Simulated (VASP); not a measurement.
ZrS2, 3 atoms in the cell. Symmetry: P-3m1, No. 164, trigonal system. The conventional cell has a = 3.691 Å, b = 3.691 Å, c = 6.041 Å, α = 90.00°, β = 90.00°, γ = 120.00°. Zr (site symmetry -3m) has 6 S at 2.57 Å within 3.4 Å. Within 3.4 Å of S (site symmetry 3m) lie 3 Zr at 2.57 Å. 

```yaml
Program: VASP 6.6.1
Task: single point
Functional: RPBE
Potentials_or_basis: VASP PAW PBE potentials, release 64 (Zr_sv, S)
Cutoff: 500 eV
k_mesh: 6 × 6 × 4
Occupations: tetrahedron
Spin: no spin polarisation
Dipole_correction: no
Further_INCAR_settings: ALGO = Normal; EDIFF = 1e-06; NBANDS = 19
```

Potentials or basis: VASP PAW PBE potentials, release 64 (Zr_sv, S).

Run with:

```bash
$ cat potpaw_PBE.64/Zr_sv/POTCAR potpaw_PBE.64/S/POTCAR > POTCAR
$ mpirun -np 1 vasp_std > vasp.out
```

Hardware: 1 thread of Intel(R) Xeon(R) Platinum 8375C CPU @ 2.90GHz (Ice Lake) (shared host).

Task: How long does it take, and how much memory?

Result: Wall time 32 s on 1 thread of Intel(R) Xeon(R) Platinum 8375C CPU @ 2.90GHz (Ice Lake), on a shared host, peak memory 0.19 GiB. Counts: scf iterations 15, k points 24.
